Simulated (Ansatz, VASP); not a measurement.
**BaHfO3 in VASP and in Ansatz**

Contents of POSCAR:

```
BaHfO3
1.0
    4.0099764200      0.0000000000      0.0000000000
    0.0000000000      4.0099764200      0.0000000000
    0.0000000000      0.0000000000      4.0099764200
Ba Hf O
1 1 3
Direct
    0.0000000000      0.0000000000      0.0000000000
    0.5000000000      0.5000000000      0.5000000000
    0.5000000000      0.5000000000      0.0000000000
    0.5000000000      0.0000000000      0.5000000000
    0.0000000000      0.5000000000      0.5000000000
```

File INCAR.step1:

```
SYSTEM = BaHfO3
PREC = Accurate
ENCUT = 520
EDIFF = 1E-5
ISMEAR = 0
SIGMA = 0.01
LREAL = .FALSE.
LASPH = .TRUE.
NELM = 100
ALGO = Normal
ISIF = 2
LWAVE = .TRUE.
GGA = PE
NBANDS = 27
```

The input INCAR.step2:

```
SYSTEM = BaHfO3
PREC = Accurate
ENCUT = 520
EDIFF = 1E-7
ISMEAR = 0
SIGMA = 0.01
LREAL = .FALSE.
LASPH = .TRUE.
NELM = 100
ALGO = Normal
ISIF = 2
LWAVE = .FALSE.
LCHARG = .TRUE.
GGA = PE
LHFCALC = .TRUE.
HFSCREEN = 0.2079
PRECFOCK = Fast
LELF = .TRUE.
LVHAR = .TRUE.
ISTART = 1
NBANDS = 27
```

KPOINTS

```
regular mesh
0
G
  4 4 4
  0 0 0
```

Input for Ansatz:

```yaml
crystal:
  lattice:
    - [4.00997642, 0.0, 0.0]
    - [0.0, 4.00997642, 0.0]
    - [0.0, 0.0, 4.00997642]
  atoms:
    - { symbol: Ba, position: [0.0, 0.0, 0.0] }
    - { symbol: Hf, position: [0.5, 0.5, 0.5] }
    - { symbol: O, position: [0.5, 0.5, 0.0] }
    - { symbol: O, position: [0.5, 0.0, 0.5] }
    - { symbol: O, position: [0.0, 0.5, 0.5] }
kpoints:
  mp_grid: { grid: [4, 4, 4] }
  band_path:
    path: [[0.0, 0.0, 0.0], [0.0, 0.5, 0.0], [0.5, 0.5, 0.0], [0.5, 0.5, 0.5]]
    npoints: 1
hamiltonian:
  xc: hse06
scf:
  occupations: { method: fixed }
  n_extra_bands: 5
output:
  forces: true
  stress: true
  eigenvalues: true
  write_density: true
  write_potential: true
  elf: true
  volumetric_format: npy
```

Change from the starting cell: hydrostatic strain -4.0%.

Alike in both runs: task single point; functional HSE06; k mesh 4 × 4 × 4; no spin polarisation.

```csv
,VASP,Ansatz
version,VASP 6.6.1,Ansatz 0.2.0
potentials or method,"VASP PAW PBE potentials, release 64 (Ba_sv, Hf_pv, O)","plane waves, PAW"
plane-wave cutoff (eV),520,420
occupations,"gaussian, width 0.01 eV",fixed
valence electrons in the cell,38,54
```

|  | VASP | Ansatz | Ansatz less VASP |
| --- | --- | --- | --- |
| gap on the k mesh at the Fermi level (eV) | 5.29 | 5.38 | +0.091 |
| pressure (GPa) | 25.6 | 26.7 | +1.14 |

VASP's potentials hold 38 valence electrons a cell and Ansatz's 54, so a difference there can come from the potentials and not from the codes. Ansatz's warnings: stress exchange threshold loose, stress scf threshold loose.

Spin-orbit coupling is off throughout.
